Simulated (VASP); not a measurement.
# TlGaS3 (P6_3/mmc) in VASP: a series of runs

TlGaS3 is run at these levels: PBE; tasks: single point, relaxation of cell and atoms.

Program: VASP 6.6.1. These are calculated values, not measurements. Logs are shortened: lines on timing, memory, paths and dates and some standing lists are left out, and cuts for length are marked.

## Step 1: The cell of the first run

Symmetry: P6_3/mmc, No. 194, hexagonal system. The conventional cell has a = 6.253 Å, b = 6.253 Å, c = 6.566 Å, α = 90.00°, β = 90.00°, γ = 120.00°. Tl (site symmetry -6m2) has 12 S at 3.13 to 3.72 Å and 6 Ga at 3.97 Å within 4.1 Å. Within 3.3 Å of Ga (site symmetry -3m) lie 6 S at 2.48 Å and 2 Ga at 3.28 Å. S (site symmetry mm2) has 2 Ga at 2.48 Å and 4 S at 3.04 to 3.21 Å and 2 Tl at 3.13 Å within 3.3 Å.

## Step 2: Single point, PBE

INCAR

```
  PREC = Accurate
  ENCUT = 520
  EDIFF = 1E-6
  ISMEAR = 0
  SIGMA = 0.1
  LREAL = F
  LASPH = T
  NELM = 60
  ALGO = Normal
  ISIF = 2
  LWAVE = F
  LCHARG = F
  GGA = PE
  NBANDS = 55
```

KPOINTS

```
regular mesh
0
Gamma
  3 3 4
```

POSCAR

```
TlGaS3
1.0
    6.2532398313      0.0000000000      0.0000000000
   -3.1266199157      5.4154645499      0.0000000000
    0.0000000000      0.0000000000      6.5656139401
Tl Ga S
2 2 6
Direct
    0.3333333333      0.6666666667      0.7500000000
    0.6666666667      0.3333333333      0.2500000000
    0.0000000000      0.0000000000      0.0000000000
    0.0000000000      0.0000000000      0.5000000000
    0.8287719838      0.6575439676      0.7500000000
    0.3424560324      0.1712280162      0.7500000000
    0.8287719838      0.1712280162      0.7500000000
    0.1712280162      0.3424560324      0.2500000000
    0.6575439676      0.8287719838      0.2500000000
    0.1712280162      0.8287719838      0.2500000000
```

Potentials or basis: VASP PAW PBE potentials, release 64 (Tl_d, Ga_d, S).

Started as:

```
> cat potpaw_PBE.64/Tl_d/POTCAR potpaw_PBE.64/Ga_d/POTCAR potpaw_PBE.64/S/POTCAR > POTCAR
> mpirun -np 1 vasp_std > vasp.out
```

OUTCAR:

```text
PREC = Accurate
   ENCUT = 520
   EDIFF = 1E-6
   ISMEAR = 0
   LREAL = F
   LASPH = T
   NELM = 60
   ISIF = 2
   GGA = PE

 ion  position               nearest neighbor table
   1  0.333  0.667  0.750-   5 3.13   6 3.13   7 3.13   7 3.13   5 3.13   6 3.13
   2  0.667  0.333  0.250-   8 3.13   9 3.13  10 3.13  10 3.13   8 3.13   9 3.13
   3  0.000  0.000  0.000-   6 2.48   9 2.48   7 2.48  10 2.48   5 2.48   8 2.48
   4  0.000  0.000  0.500-   6 2.48   9 2.48   7 2.48  10 2.48   5 2.48   8 2.48
   5  0.829  0.658  0.750-   3 2.48   4 2.48   1 3.13   1 3.13
   6  0.342  0.171  0.750-   3 2.48   4 2.48   1 3.13   1 3.13
   7  0.829  0.171  0.750-   3 2.48   4 2.48   1 3.13   1 3.13
   8  0.171  0.342  0.250-   3 2.48   4 2.48   2 3.13   2 3.13
   9  0.658  0.829  0.250-   3 2.48   4 2.48   2 3.13   2 3.13
  10  0.171  0.829  0.250-   3 2.48   4 2.48   2 3.13   2 3.13

  LATTYP: Found a hexagonal cell.
 ALAT       =     6.2532398313
 C/A-ratio  =     1.0499539626

  Lattice vectors:

 A1 = (   6.2532398313,   0.0000000000,   0.0000000000)
 A2 = (  -3.1266199157,   5.4154645499,   0.0000000000)
 A3 = (   0.0000000000,   0.0000000000,   6.5656139401)

Analysis of symmetry for initial positions (statically):
=====================================================================
 Subroutine PRICEL returns:
 Original cell was already a primitive cell.

 Routine SETGRP: Setting up the symmetry group for a
 hexagonal supercell.

 Subroutine GETGRP returns: Found 24 space group operations
 (whereof 12 operations were pure point group operations)
 out of a pool of 24 trial point group operations.

The static configuration has the point symmetry D_3d.
 The point group associated with its full space group is D_6h.

Analysis of symmetry for dynamics (positions and initial velocities):
=====================================================================
 Subroutine PRICEL returns:
 Original cell was already a primitive cell.

 Routine SETGRP: Setting up the symmetry group for a
 hexagonal supercell.

 Subroutine GETGRP returns: Found 24 space group operations
 (whereof 12 operations were pure point group operations)
 out of a pool of 24 trial point group operations.

The dynamic configuration has the point symmetry D_3d.
 The point group associated with its full space group is D_6h.

 Subroutine INISYM returns: Found 24 space group operations
 (whereof 12 operations are pure point group operations),
 and found     1 'primitive' translations
[... 102 lines left out ...]
   ISYM   =      2    0-nonsym 1-usesym 2-fastsym
   POTIM  = 0.5000    time-step for ionic-motion
   TEBEG  =    0.0;   TEEND  =   0.0 temperature during run
   PSTRESS=    0.0 pullay stress
   NELECT =      88.0000    total number of electrons
   NUPDOWN=      -1.0000    fix difference up-down
   EMIN   =  10.00;   EMAX   =-10.00  energy-range for DOS
   EFERMI =   0.00;   METHOD = LEGACY
   ISMEAR =     0;   SIGMA  =   0.10  broadening in eV -4-tet -1-fermi 0-gaus
   EFERMI_NEDOS =   21; number of points for ismear=-14 and -15
   IALGO  =     38    algorithm
   IMIX   =      4    mixing-type and parameters
     AMIX     =   0.40;   BMIX     =  1.00
     AMIX_MAG =   1.60;   BMIX_MAG =  1.00
  volume/ion in A,a.u.               =      22.23       150.04
  Fermi-wavevector in a.u.,A,eV,Ry     =   1.201979  2.271412 19.657076  1.444754
  Thomas-Fermi vector in A             =   2.337773
   LORBIT       =      0    0 simple, 1 ext, 2 COOP (PROOUT), +10 PAW based schemes
   GGA     = PE    functional components
   LHFCALC =     F    Hartree Fock is set to
   AEXX    =    0.0000 exact exchange contribution
   IVDW    =     0    specifies the selected vdW correction
   LEPSILON=     F    determine dielectric tensor
   LRPA    =     F    only Hartree local field effects (RPA)
 non-spin polarized calculation
 Gauss-broadening in eV      SIGMA  =   0.10
  energy-cutoff  :      520.00
  volume of cell :      222.34
 maximum number of plane-waves:      6024
 NGX is ok and might be reduce to    48
   NGX = 23   NGY = 23   NGZ = 25

 number of electron      88.0000023 magnetization

 Free energy of the ion-electron system (eV)
  ---------------------------------------------------
  ext. energy  EPLUGINS =         0.00000000
  ---------------------------------------------------
  free energy    TOTEN  =       -35.79018638 eV

  energy without entropy =      -35.77220407  energy(sigma->0) =      -35.78119522

 E-fermi :   4.3222     XC(G=0):  -9.8057

 val. band max:        4.2965214340   @ k =   0.3333   0.3333   0.0000
 cond. band min:       4.4419775334   @ k =   0.0000   0.0000   0.0000
 fundamental gap:      0.1454560994
 Fermi energy:         4.3221733936

 k-point     1 :       0.0000    0.0000    0.0000
  band No.  band energies     occupation
      1     -10.4272      2.00000
      2     -10.4272      2.00000
      3     -10.3287      2.00000
      4     -10.2168      2.00000
      5     -10.2168      2.00000
      6     -10.1681      2.00000
[... 511 lines left out ...]
     54       9.4745      0.00000
     55       9.8920      0.00000

------------------------ aborting loop because EDIFF is reached ----------------------------------------

  FORCE on cell =-STRESS in cart. coord.  units (eV):
  Direction    XX          YY          ZZ          XY          YZ          ZX
  --------------------------------------------------------------------------------------
  -------------------------------------------------------------------------------------
  Total        0.0307440      0.0307440      0.1530607     -0.0000000      0.0000000      0.0000000
  in kB        0.2215413      0.2215413      1.1029557     -0.0000000      0.0000000      0.0000000
  external PRESSURE =       0.5153461 kB  Pullay stress =       0.0000000 kB

 VOLUME and BASIS-vectors are now :
 -----------------------------------------------------------------------------
  energy-cutoff  :      520.00
  volume of cell :      222.34
      direct lattice vectors                 reciprocal lattice vectors
     6.253239831  0.000000000  0.000000000     0.159917103  0.092328183  0.000000000
    -3.126619916  5.415464550  0.000000000     0.000000000  0.184656365  0.000000000
     0.000000000  0.000000000  6.565613940     0.000000000  0.000000000  0.152308681

 POSITION                                       TOTAL-FORCE (eV/Angst)
 -----------------------------------------------------------------------------------
     -0.00000      3.61031      4.92421        -0.000000     -0.000000      0.000000
      3.12662      1.80515      1.64140         0.000000     -0.000000      0.000000
      0.00000      0.00000      0.00000         0.000000     -0.000000      0.000000
      0.00000      0.00000      3.28281        -0.000000     -0.000000      0.000000
      3.12662      3.56091      4.92421         0.000000     -0.007744      0.000000
      1.60609      0.92728      4.92421         0.006707      0.003872     -0.000000
      4.64715      0.92728      4.92421        -0.006707      0.003872      0.000000
     -0.00000      1.85456      1.64140        -0.000000      0.007744     -0.000000
      1.52053      4.48819      1.64140        -0.006707     -0.003872      0.000000
     -1.52053      4.48819      1.64140         0.006707     -0.003872     -0.000000
 -----------------------------------------------------------------------------------
    total drift:                                0.000000     -0.000000      0.000000

  FREE ENERGIE OF THE ION-ELECTRON SYSTEM (eV)
  ---------------------------------------------------
  free  energy   TOTEN  =       -35.7901863764 eV

  energy  without entropy=      -35.7722040722  energy(sigma->0) =      -35.78119522
```

Wall time 2.1 min (1 thread of Oxide Virtual Turin-like, shared host); peak memory 0.34 GiB.

Results:

- Free energy: -35.7902 eV
- Pressure: 0.1 GPa
- Largest force: 0.008 eV/Å
- Band gap on the k mesh: zero (band 44 reaches 4.67 eV, above the bottom of band 45 at 4.19 eV)

Forces on the atoms (eV/Å):
```
Tl   0.000  0.000  0.000
Tl   0.000  0.000  0.000
Ga   0.000  0.000  0.000
Ga   0.000  0.000  0.000
S    0.000 -0.008  0.000
S    0.007  0.004  0.000
S   -0.007  0.004  0.000
S    0.000  0.008  0.000
S   -0.007 -0.004  0.000
S    0.007 -0.004  0.000
```

Caveat: the k points lie up to 0.39 Å⁻¹ apart; spin-orbit coupling is left out, which moves the levels of the heavy elements.

(Continued in part 2 of 2.)
